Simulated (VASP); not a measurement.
# W (Pbcm) in VASP: notebook

Runs on W. Level: PBEsol. Tasks: single point.

Everything below comes from runs of VASP 6.6.1. Logs are shortened: lines on timing, memory, paths and dates and some standing lists are left out, and cuts for length are marked.

## (1) The cell of the first run

Symmetry: Pbcm, No. 57, orthorhombic system. The conventional cell has a = 2.810 Å, b = 4.864 Å, c = 4.924 Å, α = 90.00°, β = 90.00°, γ = 90.00°. W (site symmetry m) has 12 W at 2.70 to 3.06 Å within 3.6 Å.

## (2) Single point, PBEsol

Contents of INCAR:

```
PREC = Accurate ; ENCUT = 520
EDIFF = 1E-6 ; ISMEAR = 0
SIGMA = 0.3 ; LREAL = False
LASPH = True ; NELM = 60
ALGO = Normal ; ISIF = 2
LWAVE = False ; LCHARG = False
GGA = PS ; NBANDS = 36
```

Contents of KPOINTS:

```
Automatic mesh
0
Gamma
  8 5 5
```

Contents of POSCAR:

```
W
1.0
    2.8096620000      0.0000000000      0.0000000000
    0.0000000000      4.8638700000      0.0000000000
    0.0000000000      0.0000000000      4.9236950000
W
4
Direct
    0.7931720000      0.5631570000      0.2500000000
    0.2068280000      0.0631570000      0.2500000000
    0.2068280000      0.4368430000      0.7500000000
    0.7931720000      0.9368430000      0.7500000000
```

Potentials or basis: VASP PAW PBE potentials, release 64 (W_sv).

Launch:

```
> cat potpaw_PBE.64/W_sv/POTCAR > POTCAR
> mpirun -np 1 vasp_std > vasp.out
```

OUTCAR:

```text
PREC = Accurate
   ENCUT = 520
   EDIFF = 1E-6
   ISMEAR = 0
   LREAL = False
   LASPH = True
   NELM = 60
   ISIF = 2
   GGA = PS

 ion  position               nearest neighbor table
   1  0.793  0.563  0.250-   2 2.70   2 2.70   3 2.79   3 2.79   2 2.94   2 2.94   3 3.03   3 3.03
                             4 3.06   4 3.06
   2  0.207  0.063  0.250-   1 2.70   1 2.70   4 2.79   4 2.79   1 2.94   1 2.94   4 3.03   4 3.03
                             3 3.06   3 3.06
   3  0.207  0.437  0.750-   4 2.70   4 2.70   1 2.79   1 2.79   4 2.94   4 2.94   1 3.03   1 3.03
                             2 3.06   2 3.06
   4  0.793  0.937  0.750-   3 2.70   3 2.70   2 2.79   2 2.79   3 2.94   3 2.94   2 3.03   2 3.03
                             1 3.06   1 3.06

  LATTYP: Found a simple orthorhombic cell.
 ALAT       =     2.8096620000
 B/A-ratio  =     1.7311228183
 C/A-ratio  =     1.7524154151

  Lattice vectors:

 A1 = (   2.8096620000,   0.0000000000,   0.0000000000)
 A2 = (   0.0000000000,   4.8638700000,   0.0000000000)
 A3 = (   0.0000000000,   0.0000000000,   4.9236950000)

Analysis of symmetry for initial positions (statically):
=====================================================================
 Subroutine PRICEL returns:
 Original cell was already a primitive cell.

 Routine SETGRP: Setting up the symmetry group for a
 simple orthorhombic supercell.

 Subroutine GETGRP returns: Found  8 space group operations
 (whereof  2 operations were pure point group operations)
 out of a pool of  8 trial point group operations.

The static configuration has the point symmetry S_2 .
 The point group associated with its full space group is D_2h.

Analysis of symmetry for dynamics (positions and initial velocities):
=====================================================================
 Subroutine PRICEL returns:
 Original cell was already a primitive cell.

 Routine SETGRP: Setting up the symmetry group for a
 simple orthorhombic supercell.

 Subroutine GETGRP returns: Found  8 space group operations
 (whereof  2 operations were pure point group operations)
 out of a pool of  8 trial point group operations.

The dynamic configuration has the point symmetry S_2 .
 The point group associated with its full space group is D_2h.

 Subroutine INISYM returns: Found  8 space group operations
 (whereof  2 operations are pure point group operations),
 and found     1 'primitive' translations

----------------------------------------------------------------------------------------

                                     Primitive cell

  volume of cell :      67.2864

  direct lattice vectors                    reciprocal lattice vectors
     2.809662000  0.000000000  0.000000000     0.355914697  0.000000000  0.000000000
     0.000000000  4.863870000  0.000000000     0.000000000  0.205597600  0.000000000
     0.000000000  0.000000000  4.923695000     0.000000000  0.000000000  0.203099501

  length of vectors
     2.809662000  4.863870000  4.923695000     0.355914697  0.205597600  0.203099501

  position of ions in fractional coordinates (direct lattice)
     0.793172000  0.563157000  0.250000000
     0.206828000  0.063157000  0.250000000
     0.206828000  0.436843000  0.750000000
     0.793172000  0.936843000  0.750000000

  ion indices of the primitive-cell ions
   primitive index   ion index
                 1           1
                 2           2
                 3           3
                 4           4

----------------------------------------------------------------------------------------

 KPOINTS: Automatic mesh

Automatic generation of k-mesh.
 Grid dimensions read from file:
 generate k-points for:    8    5    5

 Generating k-lattice:

  Cartesian coordinates                     Fractional coordinates (reciprocal lattice)
     0.044489337  0.000000000  0.000000000     0.125000000  0.000000000  0.000000000
     0.000000000  0.041119520  0.000000000     0.000000000  0.200000000  0.000000000
     0.000000000  0.000000000  0.040619900     0.000000000  0.000000000  0.200000000

  Length of vectors
     0.044489337  0.041119520  0.040619900

  Shift w.r.t. Gamma in fractional coordinates (k-lattice)
     0.000000000  0.000000000  0.000000000

 Subroutine IBZKPT returns following result:
 ===========================================

 Found     45 irreducible k-points:

 Following reciprocal coordinates:
            Coordinates               Weight
  0.000000  0.000000  0.000000      1.000000
  0.125000  0.000000  0.000000      2.000000
  0.250000  0.000000  0.000000      2.000000
  0.375000  0.000000  0.000000      2.000000
  0.500000  0.000000  0.000000      1.000000
  0.000000  0.200000  0.000000      2.000000
[... 16 lines left out ...]
  0.250000  0.200000  0.200000      8.000000
  0.375000  0.200000  0.200000      8.000000
 [... further k-points ...]
   k-points           NKPTS =     45   k-points in BZ     NKDIM =     45   number of bands    NBANDS=     36
   number of dos      NEDOS =    301   number of ions     NIONS =      4
   total plane-waves  NPLWV =  34560
   dimension x,y,z NGX =    24 NGY =   36 NGZ =   40
   dimension x,y,z NGXF=    48 NGYF=   72 NGZF=   80
   ions per type =               4
   NGX,Y,Z   is equivalent  to a cutoff of  14.20, 12.30, 13.51 a.u.
   NGXF,Y,Z  is equivalent  to a cutoff of  28.40, 24.61, 27.01 a.u.
 SYSTEM =  unknown system
   PREC   = accura    normal or accurate (medium, high low for compatibility)
   ISTART =      0    job   : 0-new  1-cont  2-samecut
   ICHARG =      2    charge: 1-file 2-atom 10-const
   ISPIN  =      1    spin polarized calculation?
   LNONCOLLINEAR =      F non collinear calculations
   LSORBIT =      F    spin-orbit coupling
   LASPH  =      T    aspherical Exc in radial PAW
   ENCUT  =  520.0 eV  38.22 Ry    6.18 a.u.   5.22  9.04  9.15*2*pi/ulx,y,z
   NELM   =     60;   NELMIN=  2; NELMDL= -5     # of ELM steps
   EDIFF  = 0.1E-05   stopping-criterion for ELM
   LREAL  =      F    real-space projection
   EDIFFG = 0.1E-04   stopping-criterion for IOM
   NSW    =      0    number of steps for IOM
   IBRION =     -1    ionic relax: 0-MD 1-quasi-New 2-CG
   NFREE  =      0    steps in history (QN), initial steepest desc. (CG)
   ISIF   =      2    stress and relaxation
   ISYM   =      2    0-nonsym 1-usesym 2-fastsym
   POTIM  = 0.5000    time-step for ionic-motion
   TEBEG  =    0.0;   TEEND  =   0.0 temperature during run
   PSTRESS=    0.0 pullay stress
   NELECT =      56.0000    total number of electrons
   NUPDOWN=      -1.0000    fix difference up-down
   EMIN   =  10.00;   EMAX   =-10.00  energy-range for DOS
   EFERMI =   0.00;   METHOD = LEGACY
   ISMEAR =     0;   SIGMA  =   0.30  broadening in eV -4-tet -1-fermi 0-gaus
   EFERMI_NEDOS =   21; number of points for ismear=-14 and -15
   IALGO  =     38    algorithm
   IMIX   =      4    mixing-type and parameters
     AMIX     =   0.40;   BMIX     =  1.00
     AMIX_MAG =   1.60;   BMIX_MAG =  1.00
  volume/ion in A,a.u.               =      16.82       113.52
  Fermi-wavevector in a.u.,A,eV,Ry     =   1.539909  2.910006 32.263772  2.371320
  Thomas-Fermi vector in A             =   2.646071
   LORBIT       =      0    0 simple, 1 ext, 2 COOP (PROOUT), +10 PAW based schemes
   GGA     = PS    functional components
   LHFCALC =     F    Hartree Fock is set to
   AEXX    =    0.0000 exact exchange contribution
   IVDW    =     0    specifies the selected vdW correction
   LEPSILON=     F    determine dielectric tensor
   LRPA    =     F    only Hartree local field effects (RPA)
 non-spin polarized calculation
 Gauss-broadening in eV      SIGMA  =   0.30
  energy-cutoff  :      520.00
  volume of cell :       67.29
 maximum number of plane-waves:      1832
 NGX is ok and might be reduce to    24
   NGX = 11   NGY = 19   NGZ = 19

 number of electron      56.0000011 magnetization

 Free energy of the ion-electron system (eV)
  ---------------------------------------------------
  ext. energy  EPLUGINS =         0.00000000
  ---------------------------------------------------
  free energy    TOTEN  =       -53.15427763 eV

  energy without entropy =      -52.98853526  energy(sigma->0) =      -53.07140644

 E-fermi :  10.1312     XC(G=0): -13.3980

 val. band max:       10.1298801466   @ k =   0.5000   0.2000   0.0000
 cond. band min:      10.1458415513   @ k =   0.1250   0.2000   0.2000
 fundamental gap:      0.0159614047
 Fermi energy:        10.1312208898

 k-point     1 :       0.0000    0.0000    0.0000
  band No.  band energies     occupation
      1     -63.6726      2.00000
      2     -63.5956      2.00000
      3     -63.5625      2.00000
      4     -63.5138      2.00000
      5     -28.4435      2.00000
      6     -28.3952      2.00000
[... 28 lines left out ...]
     35      14.2389      0.00000
     36      14.6335      0.00000

 k-point     2 :       0.1250    0.0000    0.0000
  band No.  band energies     occupation
      1     -63.6619      2.00000
      2     -63.5884      2.00000
      3     -63.5571      2.00000
      4     -63.5121      2.00000
      5     -28.4007      2.00000
      6     -28.3572      2.00000
[... 28 lines left out ...]
     35      13.5859      0.00000
     36      14.1027      0.00000

 k-point     3 :       0.2500    0.0000    0.0000
  band No.  band energies     occupation
      1     -63.6345      2.00000
      2     -63.5709      2.00000
      3     -63.5444      2.00000
      4     -63.5091      2.00000
      5     -28.2869      2.00000
      6     -28.2557      2.00000
[... 28 lines left out ...]
     35      13.2332      0.00000
     36      13.9092      0.00000
[... 742 lines left out ...]
 k-point    23 :       0.2500    0.2000    0.2000
  band No.  band energies     occupation
      1     -63.6204      2.00000
      2     -63.5707      2.00000
      3     -63.5498      2.00000
      4     -63.5183      2.00000
      5     -28.2519      2.00000
      6     -28.1893      2.00000
[... 28 lines left out ...]
     35      12.7259      0.00000
     36      14.1386      0.00000

 k-point    24 :       0.3750    0.2000    0.2000
  band No.  band energies     occupation
      1     -63.5928      2.00000
      2     -63.5530      2.00000
      3     -63.5372      2.00000
      4     -63.5155      2.00000
      5     -28.2678      2.00000
      6     -28.2118      2.00000
[... 28 lines left out ...]
     35      13.9522      0.00000
     36      14.4034      0.00000

 [... further k-points ...]
[... 5 lines left out ...]
  --------------------------------------------------------------------------------------
  -------------------------------------------------------------------------------------
  Total       -4.4503437     -4.1222075     -4.2363304      0.0000000      0.0000000      0.0000000
  in kB     -105.9685420    -98.1551853   -100.8726032      0.0000000      0.0000000      0.0000000
  external PRESSURE =    -101.6654435 kB  Pullay stress =       0.0000000 kB

 VOLUME and BASIS-vectors are now :
 -----------------------------------------------------------------------------
  energy-cutoff  :      520.00
  volume of cell :       67.29
      direct lattice vectors                 reciprocal lattice vectors
     2.809662000  0.000000000  0.000000000     0.355914697  0.000000000  0.000000000
     0.000000000  4.863870000  0.000000000     0.000000000  0.205597600  0.000000000
     0.000000000  0.000000000  4.923695000     0.000000000  0.000000000  0.203099501

 POSITION                                       TOTAL-FORCE (eV/Angst)
 -----------------------------------------------------------------------------------
      2.22855      2.73912      1.23092        -0.054777     -0.040736      0.000000
      0.58112      0.30719      1.23092         0.054777     -0.040736      0.000000
      0.58112      2.12475      3.69277         0.054777      0.040736      0.000000
      2.22855      4.55668      3.69277        -0.054777      0.040736     -0.000000
 -----------------------------------------------------------------------------------
    total drift:                                0.000000      0.000000     -0.000000

  FREE ENERGIE OF THE ION-ELECTRON SYSTEM (eV)
  ---------------------------------------------------
  free  energy   TOTEN  =       -53.1542776260 eV

  energy  without entropy=      -52.9885352559  energy(sigma->0) =      -53.07140644
```

It took 42 s on 1 thread of Intel Xeon 6975P-C (Granite Rapids), shared host; peak memory 0.21 GiB.

Results:

```yaml
Free_energy: -53.1543 eV
Pressure: -10.2 GPa
Largest_force: 0.068 eV/Å
Band_gap_on_the_k_mesh: zero (band 28 reaches 11.13 eV, above the bottom of band 29 at 9.83 eV)
```

Forces in eV/Å, atoms in the order of the input:
```
W   -0.055 -0.041  0.000
W    0.055 -0.041  0.000
W    0.055  0.041  0.000
W   -0.055  0.041  0.000
```

Caveat: the PAW data sets were made with another functional, which shifts forces and pressure a little; spin-orbit coupling is left out, which moves the levels of the heavy elements.

(Continued in part 2 of 2.)
